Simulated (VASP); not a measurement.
# Ba (P6_3/mmc) in VASP: single point with r2SCAN

Aim: the single point of Ba with r2SCAN.

All numbers are computed with VASP 6.6.1; they aren't measurements. Logs are shortened: lines on timing, memory, paths and dates and some standing lists are left out, and cuts for length are marked.

### 1 The cell of the first run

Symmetry: P6_3/mmc, No. 194, hexagonal system. Conventional cell: a = 3.553 Å, b = 3.553 Å, c = 5.799 Å, α = 90.00°, β = 90.00°, γ = 120.00°. Within 4.7 Å of Ba (site symmetry -6m2) lie 12 Ba at 3.55 Å.

This isn't the form of Ba at room conditions, which is bcc.

### 2 Single point, r2SCAN

File POSCAR:

```
Ba
1.0
    3.5534980377      0.0000000000      0.0000000000
   -1.7767490188      3.0774195729      0.0000000000
    0.0000000000      0.0000000000      5.7994142868
Ba
2
Direct
    0.3333333333      0.6666666667      0.2500000000
    0.6666666667      0.3333333333      0.7500000000
```

File INCAR.step1:

```
SYSTEM = Ba
  ALGO = Normal
  EDIFF = 1E-4
  ENCUT = 520
  GGA = PE
  ISMEAR = 0
  LASPH = .TRUE.
  LCHARG = .FALSE.
  LREAL = .FALSE.
  LWAVE = .TRUE.
  NBANDS = 17
  NELM = 100
  PREC = Accurate
  SIGMA = 0.1
```

File INCAR.step2:

```
SYSTEM = Ba
  ALGO = Normal
  EDIFF = 1E-6
  ENCUT = 520
  ISIF = 2
  ISMEAR = 0
  ISTART = 1
  LASPH = .TRUE.
  LCHARG = .FALSE.
  LMIXTAU = .TRUE.
  LREAL = .FALSE.
  LWAVE = .FALSE.
  METAGGA = R2SCAN
  NBANDS = 17
  NELM = 100
  PREC = Accurate
  SIGMA = 0.1
```

File KPOINTS:

```
k-points
0
G
  6 6 4
  0 0 0
```

Potentials or basis: VASP PAW PBE potentials, release 64 (Ba_sv).

On the command line:

```
$ cat potpaw_PBE.64/Ba_sv/POTCAR > POTCAR
$ cp INCAR.step1 INCAR
$ mpirun -np 1 vasp_std > vasp.out
$ cp INCAR.step2 INCAR
$ mpirun -np 1 vasp_std > vasp.out
```

OUTCAR:

```text
SYSTEM = Ba
   EDIFF = 1E-6
   ENCUT = 520
   ISIF = 2
   ISMEAR = 0
   ISTART = 1
   LASPH = .TRUE.
   LREAL = .FALSE.
   METAGGA = R2SCAN
   NELM = 100
   PREC = Accurate

 ion  position               nearest neighbor table
   1  0.333  0.667  0.250-   2 3.55   2 3.55   2 3.55   2 3.55   2 3.55   2 3.55
   2  0.667  0.333  0.750-   1 3.55   1 3.55   1 3.55   1 3.55   1 3.55   1 3.55

  LATTYP: Found a hexagonal cell.
 ALAT       =     3.5534980377
 C/A-ratio  =     1.6320296860

  Lattice vectors:

 A1 = (   3.5534980377,   0.0000000000,   0.0000000000)
 A2 = (  -1.7767490188,   3.0774195729,   0.0000000000)
 A3 = (   0.0000000000,   0.0000000000,   5.7994142868)

Analysis of symmetry for initial positions (statically):
=====================================================================
 Subroutine PRICEL returns:
 Original cell was already a primitive cell.

 Routine SETGRP: Setting up the symmetry group for a
 hexagonal supercell.

 Subroutine GETGRP returns: Found 24 space group operations
 (whereof 12 operations were pure point group operations)
 out of a pool of 24 trial point group operations.

The static configuration has the point symmetry D_3d.
 The point group associated with its full space group is D_6h.

Analysis of symmetry for dynamics (positions and initial velocities):
=====================================================================
 Subroutine PRICEL returns:
 Original cell was already a primitive cell.

 Routine SETGRP: Setting up the symmetry group for a
 hexagonal supercell.

 Subroutine GETGRP returns: Found 24 space group operations
 (whereof 12 operations were pure point group operations)
 out of a pool of 24 trial point group operations.

The dynamic configuration has the point symmetry D_3d.
 The point group associated with its full space group is D_6h.

 Subroutine INISYM returns: Found 24 space group operations
 (whereof 12 operations are pure point group operations),
 and found     1 'primitive' translations

----------------------------------------------------------------------------------------

                                     Primitive cell

  volume of cell :      63.4201

  direct lattice vectors                    reciprocal lattice vectors
     3.553498038  0.000000000  0.000000000     0.281412847  0.162473783  0.000000000
    -1.776749019  3.077419573  0.000000000     0.000000000  0.324947566  0.000000000
     0.000000000  0.000000000  5.799414287     0.000000000  0.000000000  0.172431206

  length of vectors
     3.553498038  3.553498038  5.799414287     0.324947566  0.324947566  0.172431206

  position of ions in fractional coordinates (direct lattice)
     0.333333333  0.666666667  0.250000000
     0.666666667  0.333333333  0.750000000

  ion indices of the primitive-cell ions
   primitive index   ion index
                 1           1
                 2           2

----------------------------------------------------------------------------------------

 KPOINTS: k-points

Automatic generation of k-mesh.
 Grid dimensions read from file:
 generate k-points for:    6    6    4

 Generating k-lattice:

  Cartesian coordinates                     Fractional coordinates (reciprocal lattice)
     0.046902141  0.027078964  0.000000000     0.166666667  0.000000000  0.000000000
     0.000000000  0.054157928  0.000000000     0.000000000  0.166666667  0.000000000
     0.000000000  0.000000000  0.043107802     0.000000000  0.000000000  0.250000000

  Length of vectors
     0.054157928  0.054157928  0.043107802

  Shift w.r.t. Gamma in fractional coordinates (k-lattice)
     0.000000000  0.000000000  0.000000000

 Subroutine IBZKPT returns following result:
 ===========================================

 Found     21 irreducible k-points:

 Following reciprocal coordinates:
            Coordinates               Weight
  0.000000  0.000000  0.000000      1.000000
  0.166667  0.000000  0.000000      6.000000
  0.333333  0.000000  0.000000      6.000000
  0.500000  0.000000  0.000000      3.000000
  0.166667  0.166667  0.000000      6.000000
  0.333333  0.166667  0.000000     12.000000
[... 13 lines left out ...]
  0.333333  0.166667  0.500000     12.000000
  0.333333  0.333333  0.500000      2.000000
   k-points           NKPTS =     21   k-points in BZ     NKDIM =     21   number of bands    NBANDS=     17
   number of dos      NEDOS =    301   number of ions     NIONS =      2
   total plane-waves  NPLWV =  37632
   dimension x,y,z NGX =    28 NGY =   28 NGZ =   48
   dimension x,y,z NGXF=    56 NGYF=   56 NGZF=   96
   ions per type =               2
   NGX,Y,Z   is equivalent  to a cutoff of  13.10, 13.10, 13.76 a.u.
   NGXF,Y,Z  is equivalent  to a cutoff of  26.20, 26.20, 27.52 a.u.
 SYSTEM =  Ba
   PREC   = accura    normal or accurate (medium, high low for compatibility)
   ISTART =      1    job   : 0-new  1-cont  2-samecut
   ICHARG =      0    charge: 1-file 2-atom 10-const
   ISPIN  =      1    spin polarized calculation?
   LNONCOLLINEAR =      F non collinear calculations
   LSORBIT =      F    spin-orbit coupling
   LASPH  =      T    aspherical Exc in radial PAW
   ENCUT  =  520.0 eV  38.22 Ry    6.18 a.u.   6.61  6.61 10.78*2*pi/ulx,y,z
   NELM   =    100;   NELMIN=  2; NELMDL=  0     # of ELM steps
   EDIFF  = 0.1E-05   stopping-criterion for ELM
   LREAL  =      F    real-space projection
   EDIFFG = 0.1E-04   stopping-criterion for IOM
   NSW    =      0    number of steps for IOM
   IBRION =     -1    ionic relax: 0-MD 1-quasi-New 2-CG
   NFREE  =      0    steps in history (QN), initial steepest desc. (CG)
   ISIF   =      2    stress and relaxation
   ISYM   =      2    0-nonsym 1-usesym 2-fastsym
   POTIM  = 0.5000    time-step for ionic-motion
   TEBEG  =    0.0;   TEEND  =   0.0 temperature during run
   PSTRESS=    0.0 pullay stress
   NELECT =      20.0000    total number of electrons
   NUPDOWN=      -1.0000    fix difference up-down
   EMIN   =  10.00;   EMAX   =-10.00  energy-range for DOS
   EFERMI =   0.00;   METHOD = LEGACY
   ISMEAR =     0;   SIGMA  =   0.10  broadening in eV -4-tet -1-fermi 0-gaus
   EFERMI_NEDOS =   21; number of points for ismear=-14 and -15
   IALGO  =     38    algorithm
   IMIX   =      4    mixing-type and parameters
     AMIX     =   0.40;   BMIX     =  1.00
     AMIX_MAG =   1.60;   BMIX_MAG =  1.00
  volume/ion in A,a.u.               =      31.71       213.99
  Fermi-wavevector in a.u.,A,eV,Ry     =   1.114318  2.105756 16.894420  1.241705
  Thomas-Fermi vector in A             =   2.250912
   LORBIT       =      0    0 simple, 1 ext, 2 COOP (PROOUT), +10 PAW based schemes
   METAGGA = R2SCAN    functional components
   LHFCALC =     F    Hartree Fock is set to
   AEXX    =    0.0000 exact exchange contribution
   IVDW    =     0    specifies the selected vdW correction
   LEPSILON=     F    determine dielectric tensor
   LRPA    =     F    only Hartree local field effects (RPA)
 non-spin polarized calculation
 Gauss-broadening in eV      SIGMA  =   0.10
  energy-cutoff  :      520.00
  volume of cell :       63.42
 maximum number of plane-waves:      1737
 NGX is ok and might be reduce to    28
   NGX = 13   NGY = 13   NGZ = 21

 number of electron      20.0000000 magnetization

 Free energy of the ion-electron system (eV)
  ---------------------------------------------------
  ext. energy  EPLUGINS =         0.00000000
  ---------------------------------------------------
  free energy    TOTEN  =       -50.91591313 eV

  energy without entropy =      -50.91122527  energy(sigma->0) =      -50.91356920

 E-fermi :   5.2499     XC(G=0): -10.5832

 val. band max:        5.0340038378   @ k =   0.1667   0.0000   0.5000
 cond. band min:       5.3020665819   @ k =   0.1667   0.1667   0.0000
 fundamental gap:      0.2680627442
 Fermi energy:         5.2499049082

 k-point     1 :       0.0000    0.0000    0.0000
  band No.  band energies     occupation
      1     -24.7464      2.00000
      2     -24.1265      2.00000
      3     -10.9856      2.00000
      4      -8.2149      2.00000
      5      -8.2149      2.00000
      6      -7.8593      2.00000
[... 9 lines left out ...]
     16       9.3195      0.00000
     17       9.3195      0.00000

 k-point     2 :       0.1667    0.0000    0.0000
  band No.  band energies     occupation
      1     -24.6169      2.00000
      2     -24.0608      2.00000
      3     -10.7510      2.00000
      4      -8.9336      2.00000
      5      -8.5208      2.00000
      6      -8.4275      2.00000
[... 9 lines left out ...]
     16       8.4910      0.00000
     17       9.0177      0.00000

 k-point     3 :       0.3333    0.0000    0.0000
  band No.  band energies     occupation
      1     -24.3203      2.00000
      2     -23.9475      2.00000
      3     -10.1702      2.00000
      4     -10.1441      2.00000
      5      -9.6684      2.00000
      6      -8.7852      2.00000
[... 9 lines left out ...]
     16      10.9020      0.00000
     17      11.1938      0.00000

 k-point     4 :       0.5000    0.0000    0.0000
  band No.  band energies     occupation
      1     -24.1282      2.00000
      2     -23.9239      2.00000
      3     -10.7179      2.00000
      4     -10.1737      2.00000
      5      -9.6472      2.00000
      6      -8.9439      2.00000
[... 9 lines left out ...]
     16      13.3216      0.00000
     17      13.5757      0.00000
[... 283 lines left out ...]
      1     -24.1928      2.00000
      2     -24.1928      2.00000
      3     -10.0684      2.00000
      4     -10.0684      2.00000
      5      -8.8062      2.00000
      6      -8.8062      2.00000
[... 9 lines left out ...]
     16       8.8108      0.00000
     17      11.9586      0.00000

 k-point    20 :       0.3333    0.1667    0.5000
  band No.  band energies     occupation
      1     -24.0267      2.00000
      2     -24.0267      2.00000
      3     -10.5695      2.00000
      4     -10.5695      2.00000
      5      -9.1743      2.00000
      6      -9.1743      2.00000
[... 9 lines left out ...]
     16       9.5214      0.00000
     17      12.9069      0.00000

 k-point    21 :       0.3333    0.3333    0.5000
  band No.  band energies     occupation
      1     -23.9702      2.00000
      2     -23.9702      2.00000
      3     -10.3738      2.00000
      4     -10.3738      2.00000
      5      -9.8016      2.00000
      6      -9.8016      2.00000
[... 9 lines left out ...]
     16       8.9170      0.00000
     17      12.1160      0.00000

------------------------ aborting loop because EDIFF is reached ----------------------------------------

  FORCE on cell =-STRESS in cart. coord.  units (eV):
  Direction    XX          YY          ZZ          XY          YZ          ZX
  --------------------------------------------------------------------------------------
  -------------------------------------------------------------------------------------
  Total        6.4064172      6.4064172      4.0322980      0.0000000      0.0000000      0.0000000
  in kB      161.8448450    161.8448450    101.8676484      0.0000000      0.0000000      0.0000000
  external PRESSURE =     141.8524461 kB  Pullay stress =       0.0000000 kB

 VOLUME and BASIS-vectors are now :
 -----------------------------------------------------------------------------
  energy-cutoff  :      520.00
  volume of cell :       63.42
      direct lattice vectors                 reciprocal lattice vectors
     3.553498038  0.000000000  0.000000000     0.281412847  0.162473783  0.000000000
    -1.776749019  3.077419573  0.000000000     0.000000000  0.324947566  0.000000000
     0.000000000  0.000000000  5.799414287     0.000000000  0.000000000  0.172431206

 POSITION                                       TOTAL-FORCE (eV/Angst)
 -----------------------------------------------------------------------------------
     -0.00000      2.05161      1.44985         0.000000      0.000000      0.000000
      1.77675      1.02581      4.34956        -0.000000     -0.000000      0.000000
 -----------------------------------------------------------------------------------
    total drift:                               -0.000000      0.000000     -0.000000

  FREE ENERGIE OF THE ION-ELECTRON SYSTEM (eV)
  ---------------------------------------------------
  free  energy   TOTEN  =       -50.9159131323 eV

  energy  without entropy=      -50.9112252721  energy(sigma->0) =      -50.91356920
```

Run time: 47 s. Hardware: 1 thread of Intel Xeon 6975P-C (Granite Rapids), shared host; peak memory 0.19 GiB.

Results:

```
Free energy            : -50.9159 eV
Pressure               : 14.2 GPa
Band gap on the k mesh : zero (bands 10 and 11 overlap by 1.85 eV)
```

Caveat: the stress differs along the axes, from 10 to 16 GPa; the PAW data sets were made with another functional, which shifts forces and pressure a little; spin-orbit coupling is left out, which moves the levels of the heavy elements.

The gap in the log of VASP goes by the Fermi energy; the results here count the filled bands.